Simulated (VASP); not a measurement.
# Se in VASP: further runs

Runs on Se. Level: PBE. Tasks: single point.

Program: VASP 6.6.1. These are calculated values, not measurements. Logs are shortened: lines on timing, memory, paths and dates and some standing lists are left out, and cuts for length are marked.

## (1) The cell of the first run

The typed cell holds 2 atoms: a = 4.273 Å, b = 4.273 Å, c = 4.613 Å, α = 90.00°, β = 90.00°, γ = 141.91°.

## (2) Single point, PBE (atoms moved at random)

Contents of INCAR:

```
SYSTEM = Se
PREC = Accurate ; ENCUT = 500
EDIFF = 1E-6 ; ISMEAR = -1
SIGMA = 0.06 ; LREAL = .FALSE.
LASPH = .TRUE. ; NELM = 120
ALGO = Normal ; ISIF = 2
LWAVE = .FALSE. ; LCHARG = .FALSE.
GGA = PE ; NBANDS = 13
GGA_COMPAT = .FALSE.
```

Contents of KPOINTS:

```
Automatic mesh
0
G
  4 4 2
  0 0 0
```

Contents of POSCAR:

```
Se
1.0
    1.3942694300     -4.0390027650      0.0000000000
    1.3942694300      4.0390027650      0.0000000000
    0.0000000000      0.0000000000      4.6134314000
Se
2
Direct
    0.0664840000      0.9387920000      0.2459020000
    0.9130810000      0.0496970000      0.7560670000
```

Potentials or basis: VASP PAW PBE potentials, release 64 (Se).

Command:

```bash
> cat potpaw_PBE.64/Se/POTCAR > POTCAR
> mpirun -np 1 vasp_std > vasp.out
```

OUTCAR:

```text
SYSTEM = Se
   PREC = Accurate
   ENCUT = 500
   EDIFF = 1E-6
   ISMEAR = -1
   LREAL = .FALSE.
   LASPH = .TRUE.
   NELM = 120
   ISIF = 2
   GGA = PE

 ion  position               nearest neighbor table
   1  0.066  0.939  0.246-   2 2.50   2 2.59
   2  0.913  0.050  0.756-   1 2.50   1 2.59

  LATTYP: Found a base centered orthorhombic cell.
 ALAT       =     2.7885388600
 B/A-ratio  =     2.8968595869
 C/A-ratio  =     1.6544260746

  Lattice vectors:

 A1 = (   1.3942694300,  -4.0390027650,   0.0000000000)
 A2 = (   1.3942694300,   4.0390027650,   0.0000000000)
 A3 = (   0.0000000000,   0.0000000000,   4.6134314000)

Analysis of symmetry for initial positions (statically):
=====================================================================
 Subroutine PRICEL returns:
 Original cell was already a primitive cell.

 Routine SETGRP: Setting up the symmetry group for a
 base centered orthorhombic supercell.

 Subroutine GETGRP returns: Found  2 space group operations
 (whereof  1 operations were pure point group operations)
 out of a pool of  8 trial point group operations.

The static configuration has the point symmetry C_1 .
 The point group associated with its full space group is S_2 .

Analysis of symmetry for dynamics (positions and initial velocities):
=====================================================================
 Subroutine PRICEL returns:
 Original cell was already a primitive cell.

 Routine SETGRP: Setting up the symmetry group for a
 base centered orthorhombic supercell.

 Subroutine GETGRP returns: Found  2 space group operations
 (whereof  1 operations were pure point group operations)
 out of a pool of  8 trial point group operations.

The dynamic configuration has the point symmetry C_1 .
 The point group associated with its full space group is S_2 .

 Subroutine INISYM returns: Found  2 space group operations
 (whereof  1 operations are pure point group operations),
 and found     1 'primitive' translations

----------------------------------------------------------------------------------------

                                     Primitive cell

  volume of cell :      51.9607

  direct lattice vectors                    reciprocal lattice vectors
     1.394269430 -4.039002765  0.000000000     0.358610746 -0.123792933  0.000000000
     1.394269430  4.039002765  0.000000000     0.358610746  0.123792933  0.000000000
     0.000000000  0.000000000  4.613431400     0.000000000  0.000000000  0.216758398

  length of vectors
     4.272883169  4.272883169  4.613431400     0.379376274  0.379376274  0.216758398
[... 85 lines left out ...]
   TEBEG  =    0.0;   TEEND  =   0.0 temperature during run
   PSTRESS=    0.0 pullay stress
   NELECT =      12.0000    total number of electrons
   NUPDOWN=      -1.0000    fix difference up-down
   EMIN   =  10.00;   EMAX   =-10.00  energy-range for DOS
   EFERMI =   0.00;   METHOD = LEGACY
   ISMEAR =    -1;   SIGMA  =   0.06  broadening in eV -4-tet -1-fermi 0-gaus
   EFERMI_NEDOS =   21; number of points for ismear=-14 and -15
   IALGO  =     38    algorithm
   IMIX   =      4    mixing-type and parameters
     AMIX     =   0.40;   BMIX     =  1.00
     AMIX_MAG =   1.60;   BMIX_MAG =  1.00
  volume/ion in A,a.u.               =      25.98       175.32
  Fermi-wavevector in a.u.,A,eV,Ry     =   1.004408  1.898056 13.726046  1.008836
  Thomas-Fermi vector in A             =   2.137022
   LORBIT       =      0    0 simple, 1 ext, 2 COOP (PROOUT), +10 PAW based schemes
   GGA     = PE    functional components
   LHFCALC =     F    Hartree Fock is set to
   AEXX    =    0.0000 exact exchange contribution
   IVDW    =     0    specifies the selected vdW correction
   LEPSILON=     F    determine dielectric tensor
   LRPA    =     F    only Hartree local field effects (RPA)
 non-spin polarized calculation
  energy-cutoff  :      500.00
  volume of cell :       51.96
 maximum number of plane-waves:      1332
   NGX = 15   NGY = 15   NGZ = 17

 number of electron      11.9999999 magnetization

 Free energy of the ion-electron system (eV)
  ---------------------------------------------------
  ext. energy  EPLUGINS =         0.00000000
  ---------------------------------------------------
  free energy    TOTEN  =        -6.68411780 eV

  energy without entropy =       -6.66942705  energy(sigma->0) =       -6.67677243

 E-fermi :   3.4477     XC(G=0):  -9.0853

 val. band max:        3.3724164206   @ k =   0.2500   0.5000   0.0000
 cond. band min:       3.5301344487   @ k =   0.0000   0.0000   0.5000
 fundamental gap:      0.1577180281
 Fermi energy:         3.4477001257

 k-point     1 :       0.0000    0.0000    0.0000
  band No.  band energies     occupation
      1     -12.6396      2.00000
      2      -8.6464      2.00000
      3      -3.2913      2.00000
      4       0.8526      2.00000
      5       1.0966      2.00000
      6       5.4317      0.00000
      7       5.5529      0.00000
      8       7.7786      0.00000
      9       8.7895      0.00000
     10       9.9915      0.00000
     11      12.1006      0.00000
     12      12.3992      0.00000
     13      16.1695      0.00000
[... 290 lines left out ...]
  band No.  band energies     occupation
      1     -11.1571      2.00000
      2     -10.8307      2.00000
      3      -2.0623      2.00000
      4      -2.0405      2.00000
      5       4.0700      0.00006
      6       4.3165      0.00000
      7       6.2423      0.00000
      8       6.4788      0.00000
      9      11.1152      0.00000
     10      11.3579      0.00000
     11      13.4270      0.00000
     12      13.6561      0.00000
     13      15.7226      0.00000

------------------------ aborting loop because EDIFF is reached ----------------------------------------

  FORCE on cell =-STRESS in cart. coord.  units (eV):
  Direction    XX          YY          ZZ          XY          YZ          ZX
  --------------------------------------------------------------------------------------
  -------------------------------------------------------------------------------------
  Total        4.1598110      1.4269995     -3.4316292      0.0561960     -0.0164456     -0.0165378
  in kB      128.2653247     44.0006890   -105.8122661      1.7327699     -0.5070895     -0.5099341
  external PRESSURE =      22.1512492 kB  Pullay stress =       0.0000000 kB

 VOLUME and BASIS-vectors are now :
 -----------------------------------------------------------------------------
  energy-cutoff  :      500.00
  volume of cell :       51.96
      direct lattice vectors                 reciprocal lattice vectors
     1.394269430 -4.039002765  0.000000000     0.358610746 -0.123792933  0.000000000
     1.394269430  4.039002765  0.000000000     0.358610746  0.123792933  0.000000000
     0.000000000  0.000000000  4.613431400     0.000000000  0.000000000  0.216758398

 POSITION                                       TOTAL-FORCE (eV/Angst)
 -----------------------------------------------------------------------------------
      1.40163      3.52325      1.13445        -0.068708     -0.673433     -0.049131
      1.34237     -3.48721      3.48806         0.068708      0.673433      0.049131
 -----------------------------------------------------------------------------------
    total drift:                               -0.000000      0.000001     -0.000001

  FREE ENERGIE OF THE ION-ELECTRON SYSTEM (eV)
  ---------------------------------------------------
  free  energy   TOTEN  =        -6.6841178033 eV

  energy  without entropy=       -6.6694270479  energy(sigma->0) =       -6.67677243
```

Wall time 8.1 s (1 thread of Intel Xeon 6975P-C (Granite Rapids), shared host); peak memory 0.17 GiB.

What came out:

```yaml
Free_energy: -6.6841 eV
Pressure: 2.2 GPa
Largest_force: 0.679 eV/Å
Band_gap_on_the_k_mesh: zero (band 6 reaches 5.43 eV, above the bottom of band 7 at 2.80 eV)
```

Forces in eV/Å, atoms in the order of the input:
```
Se  -0.069 -0.673 -0.049
Se   0.069  0.673  0.049
```

Levels at points of the mesh, in eV from the Fermi level:
```csv
k point,band 4,band 5,band 6,band 7,band 8,band 9
"(0.00, 0.00, 0.00)",-2.60,-2.35,1.98,2.11,4.33,5.34
"(0.50, 0.00, 0.00)",-4.87,-3.60,-1.45,-0.57,2.81,5.02
"(0.00, 0.50, 0.00)",-4.88,-3.60,-1.38,-0.65,3.06,4.72
"(0.50, 0.50, 0.00)",-4.47,-2.33,0.41,1.78,4.43,8.38
"(0.00, 0.00, 0.50)",-3.90,-0.12,0.08,2.91,3.13,4.68
"(0.50, 0.00, 0.50)",-5.31,-2.80,-2.75,2.05,2.30,5.02
"(0.00, 0.50, 0.50)",-5.28,-2.81,-2.75,1.89,2.13,5.22
"(0.50, 0.50, 0.50)",-5.49,0.62,0.87,2.79,3.03,7.67
```

Caveat: the k points lie up to 0.68 Å⁻¹ apart; the cell differs from its parent crystal (atoms moved at random).

## (3) Single point, PBE

Contents of INCAR:

```
ALGO = Normal
EDIFF = 1E-6
ENCUT = 520
GGA = PE
ISIF = 2
ISMEAR = -1
LASPH = T
LCHARG = T
LELF = T
LREAL = F
LVHAR = T
LWAVE = F
NBANDS = 13
NELM = 60
PREC = Accurate
SIGMA = 0.05
```

Contents of KPOINTS:

```
k-points
0
Gamma
  10 10 6
```

Contents of POSCAR:

```
Se
1.0
    1.3942694300     -4.0390027650      0.0000000000
    1.3942694300      4.0390027650      0.0000000000
    0.0000000000      0.0000000000      4.6134314000
Se
2
Direct
    0.0643446800      0.9356553200      0.2500000000
    0.9356553200      0.0643446800      0.7500000000
```

Potentials or basis: VASP PAW PBE potentials, release 64 (Se).

Command:

```bash
> cat potpaw_PBE.64/Se/POTCAR > POTCAR
> mpirun -np 1 vasp_std > vasp.out
```

It took 90 s on 1 thread of Intel Xeon 8259CL, shared host; peak memory 0.22 GiB.

It converged, with:

```
Free energy            : -6.7088 eV
Pressure               : 1.6 GPa
Largest force          : 0.031 eV/Å
Band gap on the k mesh : zero (band 6 reaches 5.49 eV, above the bottom of band 7 at 1.80 eV)
```

Forces on the atoms (eV/Å):
```
Se   0.000  0.031  0.000
Se   0.000 -0.031  0.000
```

Stress tensor (GPa, compression positive):
```
0.45 0.00 0.00
0.00 0.95 0.00
0.00 0.00 3.28
```

Levels at points of the mesh, in eV from the Fermi level:
```
           k point  band 2  band 3  band 4  band 5  band 6  band 7  band 8  band 9  band 10  band 11
(0.00, 0.00, 0.00)  -12.11   -6.70   -2.49   -2.31    1.89    2.24    4.26    5.34     6.73     8.78
(0.50, 0.00, 0.00)   -9.90   -6.76   -4.82   -3.73   -1.33   -0.51    3.11    4.82     5.65     8.11
(0.50, 0.50, 0.00)  -12.32   -6.39   -4.40   -2.26    0.57    1.70    4.36    8.30    10.69    10.72
(0.00, 0.00, 0.50)  -14.64   -3.89   -3.89    0.09    0.09    2.93    2.93    4.77     4.77    10.42
(0.50, 0.00, 0.50)  -12.36   -5.53   -5.53   -2.69   -2.69    2.22    2.22    5.17     5.17     9.12
(0.50, 0.50, 0.50)  -14.45   -5.41   -5.41    0.80    0.80    2.82    2.82    7.87     7.87    10.05
```
